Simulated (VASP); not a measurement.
# RbNa3Te2 (I4/mmm) in VASP: a series of runs

Runs on RbNa3Te2. Level: PBE. Tasks: single point, relaxation of cell and atoms.

All numbers are computed with VASP 6.6.1; they aren't measurements. Logs are shortened: lines on timing, memory, paths and dates and some standing lists are left out, and cuts for length are marked.

**1. The cell of the first run**

The structure is tetragonal, space group I4/mmm (No. 139). The conventional cell has a = 6.375 Å, b = 6.375 Å, c = 8.635 Å, α = 90.00°, β = 90.00°, γ = 90.00°. Within 3.2 Å of Rb (site symmetry 4/mmm) lie 2 Te at 2.34 Å and 4 Na at 3.19 Å. Na (site symmetry mmm) has 2 Rb at 3.19 Å and 8 Na at 3.19 to 4.51 Å and 8 Te at 3.75 to 3.96 Å within 4.6 Å. Na (site symmetry 4/mmm) has 2 Te at 1.97 Å within 2.6 Å. Within 2.6 Å of Te (site symmetry 4mm) lie 1 Na at 1.97 Å and 1 Rb at 2.34 Å.

The cell was built from a structure type or drawn by symmetry, and may not be a known phase.

**2. Single point, PBE**

INCAR reads:

```
SYSTEM = RbNa3Te2
PREC = Accurate
ENCUT = 520
EDIFF = 1E-6
ISMEAR = 0
SIGMA = 0.1
LREAL = .FALSE.
LASPH = .TRUE.
NELM = 60
ALGO = Normal
ISIF = 2
LWAVE = .FALSE.
LCHARG = .TRUE.
GGA = PE
LELF = .TRUE.
LVHAR = .TRUE.
NBANDS = 30
```

KPOINTS reads:

```
Automatic mesh
0
G
  4 4 4
  0 0 0
```

POSCAR reads:

```
RbNa3Te2
1.0
   -3.1876798600      3.1876798600      4.3172508500
    3.1876798600     -3.1876798600      4.3172508500
    3.1876798600      3.1876798600     -4.3172508500
Rb Na Te
1 3 2
Direct
    0.5000000000      0.5000000000      0.0000000000
    0.5000000000      0.0000000000      0.5000000000
    0.0000000000      0.5000000000      0.5000000000
    0.0000000000      0.0000000000      0.0000000000
    0.2284971800      0.2284971800      0.0000000000
    0.7715028200      0.7715028200      0.0000000000
```

Potentials or basis: VASP PAW PBE potentials, release 64 (Rb_sv, Na_pv, Te).

Launch:

```bash
> cat potpaw_PBE.64/Rb_sv/POTCAR potpaw_PBE.64/Na_pv/POTCAR potpaw_PBE.64/Te/POTCAR > POTCAR
> mpirun -np 1 vasp_std > vasp.out
```

OUTCAR:

```text
SYSTEM = RbNa3Te2
   PREC = Accurate
   ENCUT = 520
   EDIFF = 1E-6
   ISMEAR = 0
   LREAL = .FALSE.
   LASPH = .TRUE.
   NELM = 60
   ISIF = 2
   GGA = PE

 ion  position               nearest neighbor table
   1  0.500  0.500  0.000-   5 2.34   6 2.34   2 3.19   3 3.19   2 3.19   3 3.19
   2  0.500  0.000  0.500-   1 3.19   1 3.19
   3  0.000  0.500  0.500-   1 3.19   1 3.19
   4  0.000  0.000  0.000-   5 1.97   6 1.97
   5  0.228  0.228  0.000-   4 1.97   1 2.34
   6  0.772  0.772  0.000-   4 1.97   1 2.34

 -----------------------------------------------------------------------------
|                                                                             |
|           W    W    AA    RRRRR   N    N  II  N    N   GGGG   !!!           |
|           W    W   A  A   R    R  NN   N  II  NN   N  G    G  !!!           |
|           W    W  A    A  R    R  N N  N  II  N N  N  G       !!!           |
|           W WW W  AAAAAA  RRRRR   N  N N  II  N  N N  G  GGG   !            |
|           WW  WW  A    A  R   R   N   NN  II  N   NN  G    G                |
|           W    W  A    A  R    R  N    N  II  N    N   GGGG   !!!           |
|                                                                             |
|     The distance between some ions is very small. Please check the          |
|     nearest-neighbor list in the OUTCAR file.                               |
|     I HOPE YOU KNOW WHAT YOU ARE DOING!                                     |
|                                                                             |
 -----------------------------------------------------------------------------

  LATTYP: Found a body centered tetragonal cell.
 ALAT       =     6.3753597200
 C/A-ratio  =     1.3543552175

  Lattice vectors:

 A1 = (  -3.1876798600,   3.1876798600,   4.3172508500)
 A2 = (   3.1876798600,  -3.1876798600,   4.3172508500)
 A3 = (   3.1876798600,   3.1876798600,  -4.3172508500)

Analysis of symmetry for initial positions (statically):
=====================================================================
 Subroutine PRICEL returns:
 Original cell was already a primitive cell.

 Routine SETGRP: Setting up the symmetry group for a
 body centered tetragonal supercell.

 Subroutine GETGRP returns: Found 16 space group operations
 (whereof 16 operations were pure point group operations)
 out of a pool of 16 trial point group operations.

The static configuration has the point symmetry D_4h.

Analysis of symmetry for dynamics (positions and initial velocities):
=====================================================================
 Subroutine PRICEL returns:
 Original cell was already a primitive cell.

 Routine SETGRP: Setting up the symmetry group for a
 body centered tetragonal supercell.

 Subroutine GETGRP returns: Found 16 space group operations
 (whereof 16 operations were pure point group operations)
 out of a pool of 16 trial point group operations.

The dynamic configuration has the point symmetry D_4h.

 Subroutine INISYM returns: Found 16 space group operations
 (whereof 16 operations are pure point group operations),
 and found     1 'primitive' translations

----------------------------------------------------------------------------------------

                                     Primitive cell

  volume of cell :     175.4756

  direct lattice vectors                    reciprocal lattice vectors
    -3.187679860  3.187679860  4.317250850     0.000000000  0.156853894  0.115814442
     3.187679860 -3.187679860  4.317250850     0.156853894  0.000000000  0.115814442
     3.187679860  3.187679860 -4.317250850     0.156853894  0.156853894  0.000000000

  length of vectors
     6.241895600  6.241895600  6.241895600     0.194977253  0.194977253  0.221824905

  position of ions in fractional coordinates (direct lattice)
     0.500000000  0.500000000  0.000000000
     0.500000000  0.000000000  0.500000000
     0.000000000  0.500000000  0.500000000
     0.000000000  0.000000000  0.000000000
     0.228497180  0.228497180  0.000000000
     0.771502820  0.771502820  0.000000000

  ion indices of the primitive-cell ions
   primitive index   ion index
                 1           1
                 2           2
                 3           3
                 4           4
                 5           5
                 6           6

----------------------------------------------------------------------------------------

 KPOINTS: Automatic mesh

Automatic generation of k-mesh.
 Grid dimensions read from file:
 generate k-points for:    4    4    4

 Generating k-lattice:

  Cartesian coordinates                     Fractional coordinates (reciprocal lattice)
     0.000000000  0.039213474  0.028953611     0.250000000  0.000000000 -0.000000000
     0.039213474  0.000000000  0.028953611     0.000000000  0.250000000 -0.000000000
     0.039213474  0.039213474  0.000000000     0.000000000  0.000000000  0.250000000

  Length of vectors
     0.048744313  0.048744313  0.055456226

  Shift w.r.t. Gamma in fractional coordinates (k-lattice)
     0.000000000  0.000000000  0.000000000

 Subroutine IBZKPT returns following result:
 ===========================================

 Found     13 irreducible k-points:

 Following reciprocal coordinates:
            Coordinates               Weight
  0.000000  0.000000  0.000000      1.000000
  0.250000 -0.000000  0.000000      8.000000
  0.500000 -0.000000  0.000000      4.000000
  0.250000  0.250000  0.000000      8.000000
  0.500000  0.250000  0.000000     16.000000
 -0.250000  0.250000  0.000000      4.000000
  0.500000  0.500000  0.000000      2.000000
  0.250000  0.250000  0.250000      2.000000
 -0.250000  0.250000  0.250000      4.000000
  0.500000  0.500000  0.250000      4.000000
 -0.250000  0.500000  0.250000      8.000000
 -0.250000 -0.250000  0.250000      2.000000
  0.500000  0.500000  0.500000      1.000000
   k-points           NKPTS =     13   k-points in BZ     NKDIM =     13   number of bands    NBANDS=     30
   number of dos      NEDOS =    301   number of ions     NIONS =      6
   total plane-waves  NPLWV = 110592
   dimension x,y,z NGX =    48 NGY =   48 NGZ =   48
   dimension x,y,z NGXF=    96 NGYF=   96 NGZF=   96
   ions per type =               1   3   2
   NGX,Y,Z   is equivalent  to a cutoff of  12.78, 12.78, 12.78 a.u.
   NGXF,Y,Z  is equivalent  to a cutoff of  25.57, 25.57, 25.57 a.u.
 SYSTEM =  RbNa3Te2
   PREC   = accura    normal or accurate (medium, high low for compatibility)
   ISTART =      0    job   : 0-new  1-cont  2-samecut
   ICHARG =      2    charge: 1-file 2-atom 10-const
   ISPIN  =      1    spin polarized calculation?
   LNONCOLLINEAR =      F non collinear calculations
   LSORBIT =      F    spin-orbit coupling
   LASPH  =      T    aspherical Exc in radial PAW
   ENCUT  =  520.0 eV  38.22 Ry    6.18 a.u.  11.61 11.61 11.61*2*pi/ulx,y,z
   NELM   =     60;   NELMIN=  2; NELMDL= -5     # of ELM steps
   EDIFF  = 0.1E-05   stopping-criterion for ELM
   LREAL  =      F    real-space projection
[... 7 lines left out ...]
   TEBEG  =    0.0;   TEEND  =   0.0 temperature during run
   PSTRESS=    0.0 pullay stress
   NELECT =      42.0000    total number of electrons
   NUPDOWN=      -1.0000    fix difference up-down
   EMIN   =  10.00;   EMAX   =-10.00  energy-range for DOS
   EFERMI =   0.00;   METHOD = LEGACY
   ISMEAR =     0;   SIGMA  =   0.10  broadening in eV -4-tet -1-fermi 0-gaus
   EFERMI_NEDOS =   21; number of points for ismear=-14 and -15
   IALGO  =     38    algorithm
   IMIX   =      4    mixing-type and parameters
     AMIX     =   0.40;   BMIX     =  1.00
     AMIX_MAG =   1.60;   BMIX_MAG =  1.00
  volume/ion in A,a.u.               =      29.25       197.36
  Fermi-wavevector in a.u.,A,eV,Ry     =   1.016449  1.920811 14.057119  1.033169
  Thomas-Fermi vector in A             =   2.149794
   LORBIT       =      0    0 simple, 1 ext, 2 COOP (PROOUT), +10 PAW based schemes
   GGA     = PE    functional components
   LHFCALC =     F    Hartree Fock is set to
   AEXX    =    0.0000 exact exchange contribution
   IVDW    =     0    specifies the selected vdW correction
   LEPSILON=     F    determine dielectric tensor
   LRPA    =     F    only Hartree local field effects (RPA)
 non-spin polarized calculation
 Gauss-broadening in eV      SIGMA  =   0.10
  energy-cutoff  :      520.00
  volume of cell :      175.48
 maximum number of plane-waves:      4756
 NGX is ok and might be reduce to    48
   NGX = 23   NGY = 23   NGZ = 23

 number of electron      42.0000012 magnetization

 Free energy of the ion-electron system (eV)
  ---------------------------------------------------
  ext. energy  EPLUGINS =         0.00000000
  ---------------------------------------------------
  free energy    TOTEN  =         1.79944919 eV

  energy without entropy =        1.82362840  energy(sigma->0) =        1.81153879

 E-fermi :   4.1823     XC(G=0):  -8.0908

 val. band max:        4.1161547226   @ k =   0.5000   0.2500   0.0000
 cond. band min:       4.2046950079   @ k =  -0.2500   0.5000   0.2500
 fundamental gap:      0.0885402854
 Fermi energy:         4.1822770380

 k-point     1 :       0.0000    0.0000    0.0000
  band No.  band energies     occupation
      1     -25.2813      2.00000
      2     -23.5811      2.00000
      3     -22.3699      2.00000
      4     -22.3699      2.00000
      5     -21.9798      2.00000
      6     -21.9798      2.00000
[... 22 lines left out ...]
     29       8.6493      0.00000
     30       8.9659      0.00000

 k-point     2 :       0.2500   -0.0000    0.0000
  band No.  band energies     occupation
      1     -25.2818      2.00000
      2     -23.5811      2.00000
      3     -22.3699      2.00000
      4     -22.3679      2.00000
      5     -21.9799      2.00000
      6     -21.9783      2.00000
[... 355 lines left out ...]
 k-point    13 :       0.5000    0.5000    0.5000
  band No.  band energies     occupation
      1     -25.2805      2.00000
      2     -23.5814      2.00000
      3     -22.3700      2.00000
      4     -22.3700      2.00000
      5     -21.9798      2.00000
      6     -21.9798      2.00000
[... 22 lines left out ...]
     29       7.9676      0.00000
     30       8.3064      0.00000

------------------------ aborting loop because EDIFF is reached ----------------------------------------

  FORCE on cell =-STRESS in cart. coord.  units (eV):
  Direction    XX          YY          ZZ          XY          YZ          ZX
  --------------------------------------------------------------------------------------
  -------------------------------------------------------------------------------------
  Total        3.4465945      3.4465945     94.8509640      0.0000000      0.0000000     -0.0000000
  in kB       31.4690838     31.4690838    866.0354295      0.0000000      0.0000000     -0.0000000
  external PRESSURE =     309.6578657 kB  Pullay stress =       0.0000000 kB

 VOLUME and BASIS-vectors are now :
 -----------------------------------------------------------------------------
  energy-cutoff  :      520.00
  volume of cell :      175.48
      direct lattice vectors                 reciprocal lattice vectors
    -3.187679860  3.187679860  4.317250850     0.000000000  0.156853894  0.115814442
     3.187679860 -3.187679860  4.317250850     0.156853894  0.000000000  0.115814442
     3.187679860  3.187679860 -4.317250850     0.156853894  0.156853894  0.000000000

 POSITION                                       TOTAL-FORCE (eV/Angst)
 -----------------------------------------------------------------------------------
      0.00000      0.00000      4.31725        -0.000000     -0.000000     -0.000000
      0.00000      3.18768      0.00000        -0.000000     -0.000000     -0.000000
      3.18768      0.00000      0.00000        -0.000000     -0.000000     -0.000000
      0.00000      0.00000      0.00000        -0.000000     -0.000000     -0.000000
      0.00000      0.00000      1.97296         0.000000      0.000000      2.799885
      0.00000      0.00000      6.66154         0.000000      0.000000     -2.799885
 -----------------------------------------------------------------------------------
    total drift:                               -0.000000     -0.000000      0.000000

  FREE ENERGIE OF THE ION-ELECTRON SYSTEM (eV)
  ---------------------------------------------------
  free  energy   TOTEN  =         1.7994491868 eV

  energy  without entropy=        1.8236283987  energy(sigma->0) =        1.81153879
```

Run time: 45 s. Hardware: 1 thread of Intel Xeon 6975P-C (Granite Rapids), shared host; peak memory 0.33 GiB.

Results:

```yaml
Free_energy: 1.7994 eV
Pressure: 31.0 GPa
Largest_force: 2.800 eV/Å
Band_gap_on_the_k_mesh: zero (bands 21 and 22 overlap by 0.51 eV)
```

Forces in eV/Å, atoms in the order of the input:
```
Rb   0.000  0.000  0.000
Na   0.000  0.000  0.000
Na   0.000  0.000  0.000
Na   0.000  0.000  0.000
Te   0.000  0.000  2.800
Te   0.000  0.000 -2.800
```

Stress tensor (GPa, compression positive):
```
 3.15  0.00  0.00
 0.00  3.15  0.00
 0.00  0.00 86.60
```

Levels at points of the mesh, in eV from the Fermi level:
```csv
k point,band 18,band 19,band 20,band 21,band 22,band 23,band 24,band 25
"(0.00, 0.00, 0.00)",-3.56,-2.44,-2.44,-1.37,0.69,1.17,1.24,1.55
"(0.50, 0.00, 0.00)",-3.02,-2.79,-2.10,-1.27,-0.10,1.25,1.33,1.87
"(0.50, 0.50, 0.00)",-3.66,-2.54,-2.35,0.24,0.71,0.95,1.65,2.32
"(0.50, 0.50, 0.50)",-3.64,-2.74,-2.74,-0.60,0.05,0.90,1.92,2.42
```

Caveat: atoms lie so close that the PAW spheres overlap strongly, which falsifies energies and pressures; the cell stands under pressure; spin-orbit coupling is left out, which moves the levels of the heavy elements; forces of over 1 eV/Å act on the atoms, so gaps and moduli don't describe the material at rest.

**3. Single point, PBE**

This run uses another cell than the first one, of 52.62 Å³/atom.

INCAR reads:

```
SYSTEM = RbNa3Te2
PREC = Accurate
ENCUT = 520
EDIFF = 1E-7
ISMEAR = 0
SIGMA = 0.1
LREAL = .FALSE.
LASPH = .TRUE.
NELM = 100
ALGO = Fast
ISIF = 2
LWAVE = .FALSE.
LCHARG = .FALSE.
GGA = PE
NBANDS = 30
```

KPOINTS reads:

```
regular mesh
0
G
  4 4 4
  0 0 0
```

POSCAR reads:

```
RbNa3Te2
1.0
   -3.6362676271      3.6362676271      5.9699382479
    3.6362676271     -3.6362676271      5.9699382479
    3.6362676271      3.6362676271     -5.9699382479
Rb Na Te
1 3 2
Direct
    0.5000000000      0.5000000000      0.0000000000
    0.5000000000      0.0000000000      0.5000000000
    0.0000000000      0.5000000000      0.5000000000
    0.0000000000      0.0000000000      0.0000000000
    0.2241602932      0.2241602932      0.0000000000
    0.7758397068      0.7758397068      0.0000000000
```

Potentials or basis: VASP PAW PBE potentials, release 64 (Rb_sv, Na_pv, Te).

Launch:

```bash
> cat potpaw_PBE.64/Rb_sv/POTCAR potpaw_PBE.64/Na_pv/POTCAR potpaw_PBE.64/Te/POTCAR > POTCAR
> mpirun -np 1 vasp_std > vasp.out
```

Run time: 3.1 min. Hardware: 1 thread of Intel Xeon 6975P-C (Granite Rapids), shared host; peak memory 0.56 GiB.

The run converged. Its results:

| Quantity | Value |
| --- | --- |
| Free energy | -11.3147 eV |
| Pressure | 0.0 GPa |
| Largest force | 0.011 eV/Å |
| Band gap on the k mesh | zero (bands 21 and 22 overlap by 0.20 eV) |

Forces on the atoms (eV/Å):
```
Rb   0.000  0.000  0.000
Na   0.000  0.000  0.000
Na   0.000  0.000  0.000
Na   0.000  0.000  0.000
Te   0.000  0.000  0.011
Te   0.000  0.000 -0.011
```

Levels at points of the mesh, in eV from the Fermi level:
| k point | band 19 | band 20 | band 21 | band 22 | band 23 | band 24 |
| --- | --- | --- | --- | --- | --- | --- |
| (0.00, 0.00, 0.00) | -0.80 | -0.53 | -0.26 | -0.26 | 1.31 | 2.12 |
| (0.50, 0.00, 0.00) | -0.70 | -0.68 | -0.50 | 0.74 | 1.06 | 2.44 |
| (0.50, 0.50, 0.00) | -0.66 | -0.30 | -0.06 | 0.80 | 1.17 | 1.62 |
| (0.50, 0.50, 0.50) | -0.55 | -0.16 | -0.16 | 0.66 | 0.93 | 2.49 |

Caveat: spin-orbit coupling is left out, which moves the levels of the heavy elements.

[end of part 1 of 2]
